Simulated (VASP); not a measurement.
# W16C (a cell with a defect) in VASP: single point with PBE

Aim: the single point of W16C (a cell with a defect) with PBE.

All numbers are computed with VASP 6.6.1; they aren't measurements. Logs are shortened: lines on timing, memory, paths and dates and some standing lists are left out, and cuts for length are marked.

## 1. The cell of the first run

The cell holds a defect, 17 atoms: a = 6.320 Å, b = 6.320 Å, c = 6.320 Å, α = 90.00°, β = 90.00°, γ = 90.00°.

## 2. Single point, PBE

File INCAR:

```
PREC = Accurate ; ENCUT = 520
EDIFF = 1E-6 ; ISMEAR = 0
SIGMA = 0.05 ; LREAL = False
LASPH = True ; NELM = 120
ALGO = Normal ; ISIF = 2
LWAVE = False ; LCHARG = True
GGA = PE ; LELF = True
LVHAR = True ; NBANDS = 128
GGA_COMPAT = False
```

File KPOINTS:

```
Automatic mesh
0
Gamma
  3 3 3
```

File POSCAR:

```
W16C
1.0
    6.3200000000      0.0000000000      0.0000000000
    0.0000000000      6.3200000000      0.0000000000
    0.0000000000      0.0000000000      6.3200000000
W C
16 1
Direct
    0.0171833861     -0.0106180380      0.0003474684
    0.4973316456     -0.0103920886      0.0003642405
    0.0171939873      0.5092292722      0.0003359177
    0.0047854430      0.0014721519      0.5003930380
    0.2573340190      0.2492417722      0.2481623418
    0.4971458861      0.5090561709      0.0003582278
    0.5097851266      0.0016661392      0.5003810127
    0.7574693038      0.2494314873      0.2017867089
    0.0050689873      0.4970544304      0.5003859177
    0.2573881329      0.7494143987      0.2544550633
    0.2573117089      0.2492362342      0.7524188291
    0.5097246835      0.4970435127      0.5003840190
    0.7571927215      0.7493047468      0.2479118671
    0.7573922468      0.2492512658      0.7992617089
    0.2574183544      0.7494450949      0.7462800633
    0.7571844937      0.7492099684      0.7528466772
    0.7573981013      0.2492912975      0.5005466772
```

Potentials or basis: VASP PAW PBE potentials, release 64 (W_sv, C).

Command:

```bash
$ cat potpaw_PBE.64/W_sv/POTCAR potpaw_PBE.64/C/POTCAR > POTCAR
$ mpirun -np 1 vasp_std > vasp.out
```

OUTCAR:

```text
PREC = Accurate
   ENCUT = 520
   EDIFF = 1E-6
   ISMEAR = 0
   LREAL = False
   LASPH = True
   NELM = 120
   ISIF = 2
   GGA = PE

 ion  position               nearest neighbor table
   1  0.017  0.989  0.000-  14 2.65   8 2.65  15 2.68  10 2.68  13 2.73  16 2.73   5 2.73  11 2.73
                             2 3.03   3 3.03   4 3.16   4 3.16   3 3.29   2 3.29
   2  0.497  0.990  0.000-  14 2.65   8 2.65  15 2.68  10 2.68   5 2.73  11 2.73  13 2.73  16 2.73
                             1 3.03   6 3.04   7 3.16   7 3.16   6 3.28   1 3.29
   3  0.017  0.509  0.000-  14 2.65   8 2.65  15 2.68  10 2.68  16 2.73  13 2.73   5 2.73  11 2.73
                             6 3.03   1 3.03   9 3.16   9 3.16   1 3.29   6 3.29
   4  0.005  0.001  0.500-  17 2.21  15 2.74  10 2.74  13 2.74  11 2.75  16 2.75   5 2.75   8 2.91
                            14 2.91   7 3.13   9 3.13   1 3.16   1 3.16   9 3.19   7 3.19
   5  0.257  0.249  0.248-   2 2.73   6 2.73   1 2.73   3 2.73   7 2.74   9 2.75  12 2.75   4 2.75
                            11 3.13  10 3.16  10 3.16   8 3.17   8 3.17  11 3.19
   6  0.497  0.509  0.000-  14 2.65   8 2.65  15 2.68  10 2.68   5 2.73  11 2.73  16 2.73  13 2.73
                             3 3.03   2 3.04  12 3.16  12 3.16   2 3.28   3 3.29
   7  0.510  0.002  0.500-  17 2.21  15 2.74  10 2.74  11 2.74  13 2.74   5 2.74  16 2.75   8 2.91
                            14 2.91   4 3.13  12 3.13   2 3.16   2 3.16  12 3.19   4 3.19
   8  0.757  0.249  0.202-  17 1.89  14 2.54   3 2.65   1 2.65   6 2.65   2 2.65   9 2.91   4 2.91
                            12 2.91   7 2.91  13 3.17   5 3.17  13 3.17   5 3.17
   9  0.005  0.497  0.500-  17 2.21  10 2.74  15 2.74  11 2.74   5 2.75  16 2.75  13 2.75   8 2.91
                            14 2.91  12 3.13   4 3.13   3 3.16   3 3.16   4 3.19  12 3.19
  10  0.257  0.749  0.254-   6 2.68   2 2.68   1 2.68   3 2.68   7 2.74   4 2.74   9 2.74  12 2.74
                            15 3.11  13 3.16   5 3.16   5 3.16  13 3.16  15 3.21
  11  0.257  0.249  0.752-   2 2.73   6 2.73   1 2.73   3 2.73   7 2.74   9 2.74  12 2.74   4 2.75
                             5 3.13  15 3.16  15 3.16  14 3.17  14 3.17   5 3.19
  12  0.510  0.497  0.500-  17 2.21  15 2.74  10 2.74  16 2.74  13 2.74  11 2.74   5 2.75   8 2.91
                            14 2.91   9 3.13   7 3.13   6 3.16   6 3.16   7 3.19   9 3.19
  13  0.757  0.749  0.248-   1 2.73   3 2.73   2 2.73   6 2.73  12 2.74   4 2.74   7 2.74   9 2.75
                            16 3.13  10 3.16  10 3.16   8 3.17   8 3.17  16 3.19
  14  0.757  0.249  0.799-  17 1.89   8 2.54   1 2.65   2 2.65   3 2.65   6 2.65   4 2.91   7 2.91
                            12 2.91   9 2.91  16 3.17  11 3.17  16 3.17  11 3.17
  15  0.257  0.749  0.746-   2 2.68   6 2.68   1 2.68   3 2.68   7 2.74   4 2.74  12 2.74   9 2.74
                            10 3.11  16 3.16  11 3.16  11 3.16  16 3.16  10 3.21
  16  0.757  0.749  0.753-   3 2.73   1 2.73   6 2.73   2 2.73  12 2.74   4 2.75   7 2.75   9 2.75
                            13 3.13  15 3.16  15 3.16  14 3.17  14 3.17  13 3.19
  17  0.757  0.249  0.501-  14 1.89   8 1.89   4 2.21   7 2.21  12 2.21   9 2.21

  LATTYP: Found a simple cubic cell.
 ALAT       =     6.3200000000

  Lattice vectors:

 A1 = (   6.3200000000,   0.0000000000,   0.0000000000)
 A2 = (   0.0000000000,   6.3200000000,   0.0000000000)
 A3 = (   0.0000000000,   0.0000000000,   6.3200000000)

Analysis of symmetry for initial positions (statically):
=====================================================================
 Subroutine PRICEL returns:
 Original cell was already a primitive cell.

 Routine SETGRP: Setting up the symmetry group for a
 simple cubic supercell.

 Subroutine GETGRP returns: Found  1 space group operations
 (whereof  1 operations were pure point group operations)
 out of a pool of 48 trial point group operations.

The static configuration has the point symmetry C_1 .

Analysis of symmetry for dynamics (positions and initial velocities):
=====================================================================
 Subroutine PRICEL returns:
 Original cell was already a primitive cell.

 Routine SETGRP: Setting up the symmetry group for a
 simple cubic supercell.

 Subroutine GETGRP returns: Found  1 space group operations
 (whereof  1 operations were pure point group operations)
 out of a pool of 48 trial point group operations.

The dynamic configuration has the point symmetry C_1 .

 Subroutine INISYM returns: Found  1 space group operations
 (whereof  1 operations are pure point group operations),
 and found     1 'primitive' translations

----------------------------------------------------------------------------------------

                                     Primitive cell

  volume of cell :     252.4360

  direct lattice vectors                    reciprocal lattice vectors
     6.320000000  0.000000000  0.000000000     0.158227848  0.000000000  0.000000000
     0.000000000  6.320000000  0.000000000     0.000000000  0.158227848  0.000000000
[... 67 lines left out ...]

 Found     14 irreducible k-points:

 Following reciprocal coordinates:
            Coordinates               Weight
  0.000000  0.000000  0.000000      1.000000
  0.333333  0.000000  0.000000      2.000000
  0.000000  0.333333  0.000000      2.000000
  0.000000  0.000000  0.333333      2.000000
  0.333333  0.333333  0.000000      2.000000
  0.000000  0.333333  0.333333      2.000000
  0.333333  0.000000  0.333333      2.000000
 -0.333333  0.333333  0.000000      2.000000
 -0.333333  0.000000  0.333333      2.000000
  0.000000 -0.333333  0.333333      2.000000
  0.333333  0.333333  0.333333      2.000000
 -0.333333  0.333333  0.333333      2.000000
 -0.333333 -0.333333  0.333333      2.000000
  0.333333 -0.333333  0.333333      2.000000
   k-points           NKPTS =     14   k-points in BZ     NKDIM =     14   number of bands    NBANDS=    128
   number of dos      NEDOS =    301   number of ions     NIONS =     17
   total plane-waves  NPLWV = 110592
   dimension x,y,z NGX =    48 NGY =   48 NGZ =   48
   dimension x,y,z NGXF=    96 NGYF=   96 NGZF=   96
   ions per type =              16   1
   NGX,Y,Z   is equivalent  to a cutoff of  12.63, 12.63, 12.63 a.u.
   NGXF,Y,Z  is equivalent  to a cutoff of  25.25, 25.25, 25.25 a.u.
 SYSTEM =  unknown system
   PREC   = accura    normal or accurate (medium, high low for compatibility)
   ISTART =      0    job   : 0-new  1-cont  2-samecut
   ICHARG =      2    charge: 1-file 2-atom 10-const
   ISPIN  =      1    spin polarized calculation?
   LNONCOLLINEAR =      F non collinear calculations
   LSORBIT =      F    spin-orbit coupling
   LASPH  =      T    aspherical Exc in radial PAW
   ENCUT  =  520.0 eV  38.22 Ry    6.18 a.u.  11.75 11.75 11.75*2*pi/ulx,y,z
   NELM   =    120;   NELMIN=  2; NELMDL= -5     # of ELM steps
   EDIFF  = 0.1E-05   stopping-criterion for ELM
   LREAL  =      F    real-space projection
   EDIFFG = 0.1E-04   stopping-criterion for IOM
   NSW    =      0    number of steps for IOM
   IBRION =     -1    ionic relax: 0-MD 1-quasi-New 2-CG
   NFREE  =      0    steps in history (QN), initial steepest desc. (CG)
   ISIF   =      2    stress and relaxation
   ISYM   =      2    0-nonsym 1-usesym 2-fastsym
   POTIM  = 0.5000    time-step for ionic-motion
   TEBEG  =    0.0;   TEEND  =   0.0 temperature during run
   PSTRESS=    0.0 pullay stress
   NELECT =     228.0000    total number of electrons
   NUPDOWN=      -1.0000    fix difference up-down
   EMIN   =  10.00;   EMAX   =-10.00  energy-range for DOS
   EFERMI =   0.00;   METHOD = LEGACY
   ISMEAR =     0;   SIGMA  =   0.05  broadening in eV -4-tet -1-fermi 0-gaus
   EFERMI_NEDOS =   21; number of points for ismear=-14 and -15
   IALGO  =     38    algorithm
   IMIX   =      4    mixing-type and parameters
     AMIX     =   0.40;   BMIX     =  1.00
     AMIX_MAG =   1.60;   BMIX_MAG =  1.00
  volume/ion in A,a.u.               =      14.85       100.21
  Fermi-wavevector in a.u.,A,eV,Ry     =   1.582472  2.990438 34.071949  2.504218
  Thomas-Fermi vector in A             =   2.682390
   LORBIT       =      0    0 simple, 1 ext, 2 COOP (PROOUT), +10 PAW based schemes
   GGA     = PE    functional components
   LHFCALC =     F    Hartree Fock is set to
   AEXX    =    0.0000 exact exchange contribution
   IVDW    =     0    specifies the selected vdW correction
   LEPSILON=     F    determine dielectric tensor
   LRPA    =     F    only Hartree local field effects (RPA)
 non-spin polarized calculation
 Gauss-broadening in eV      SIGMA  =   0.05
  energy-cutoff  :      520.00
  volume of cell :      252.44
 maximum number of plane-waves:      6859
   NGX = 23   NGY = 23   NGZ = 23

 number of electron     227.9999995 magnetization

 Free energy of the ion-electron system (eV)
  ---------------------------------------------------
  ext. energy  EPLUGINS =         0.00000000
  ---------------------------------------------------
  free energy    TOTEN  =      -213.61514828 eV

  energy without entropy =     -213.60951951  energy(sigma->0) =     -213.61233390

 E-fermi :  11.8772     XC(G=0): -13.7758

 val. band max:       11.7894865150   @ k =   0.3333   0.0000   0.3333
 cond. band min:      11.9027787047   @ k =   0.0000   0.0000   0.0000
 fundamental gap:      0.1132921897
 Fermi energy:        11.8771864080

 k-point     1 :       0.0000    0.0000    0.0000
  band No.  band energies     occupation
      1     -62.4154      2.00000
      2     -62.3796      2.00000
      3     -62.3794      2.00000
      4     -62.3700      2.00000
      5     -62.2297      2.00000
      6     -62.1733      2.00000
[... 1795 lines left out ...]
    125      13.7670      0.00000
    126      13.8942      0.00000
 [bands above 126 left out]

------------------------ aborting loop because EDIFF is reached ----------------------------------------

  FORCE on cell =-STRESS in cart. coord.  units (eV):
  Direction    XX          YY          ZZ          XY          YZ          ZX
  --------------------------------------------------------------------------------------
  -------------------------------------------------------------------------------------
  Total       22.9055976     22.8633185     43.1374618      0.0052055     -0.0081159     -0.0025954
  in kB      145.3787649    145.1104249    273.7877011      0.0330386     -0.0515106     -0.0164726
  external PRESSURE =     188.0922970 kB  Pullay stress =       0.0000000 kB

 VOLUME and BASIS-vectors are now :
 -----------------------------------------------------------------------------
  energy-cutoff  :      520.00
  volume of cell :      252.44
      direct lattice vectors                 reciprocal lattice vectors
     6.320000000  0.000000000  0.000000000     0.158227848  0.000000000  0.000000000
     0.000000000  6.320000000  0.000000000     0.000000000  0.158227848  0.000000000
     0.000000000  0.000000000  6.320000000     0.000000000  0.000000000  0.158227848

 POSITION                                       TOTAL-FORCE (eV/Angst)
 -----------------------------------------------------------------------------------
      0.10860      6.25289      0.00220         0.010659     -0.006449      0.007622
      3.14314      6.25432      0.00230        -0.002183     -0.025688      0.008164
      0.10867      3.21833      0.00212         0.014294      0.010050      0.003517
      0.03024      0.00930      3.16248         0.027746      0.000492     -0.003194
      1.62635      1.57521      1.56839        -0.005349      0.008934     -0.011812
      3.14196      3.21724      0.00226         0.015405      0.019750      0.003735
[... 9 lines left out ...]
      4.78541      4.73501      4.75799         0.012538      0.006716     -0.018985
      4.78676      1.57552      3.16345         0.000627      0.005745     -0.011992
 -----------------------------------------------------------------------------------
    total drift:                               -0.000185     -0.000227      0.000086

  FREE ENERGIE OF THE ION-ELECTRON SYSTEM (eV)
  ---------------------------------------------------
  free  energy   TOTEN  =      -213.6151482832 eV

  energy  without entropy=     -213.6095195122  energy(sigma->0) =     -213.61233390
```

It took 12 min on 1 thread of Intel Xeon Platinum 8259CL at 2.50GHz (Skylake/Cascade Lake), shared host; peak memory 0.49 GiB.

What came out:

```yaml
Free_energy: -213.6151 eV
Pressure: 18.8 GPa
Largest_force: 0.029 eV/Å
Band_gap_on_the_k_mesh: zero (band 114 reaches 12.69 eV, above the bottom of band 115 at 11.67 eV)
```

Forces on the atoms (eV/Å):
```
W    0.011 -0.006  0.008
W   -0.002 -0.026  0.008
W    0.014  0.010  0.004
W    0.028  0.000 -0.003
W   -0.005  0.009 -0.012
W    0.015  0.020  0.004
W   -0.025 -0.013 -0.003
W   -0.011 -0.007 -0.008
W    0.001  0.004  0.000
W   -0.012 -0.012  0.015
W   -0.003  0.011  0.027
W   -0.015  0.004 -0.001
W    0.011 -0.001  0.018
W   -0.005  0.011 -0.008
W   -0.015 -0.017 -0.016
W    0.013  0.007 -0.019
C    0.001  0.006 -0.012
```

Caveat: spin-orbit coupling is left out, which moves the levels of the heavy elements.
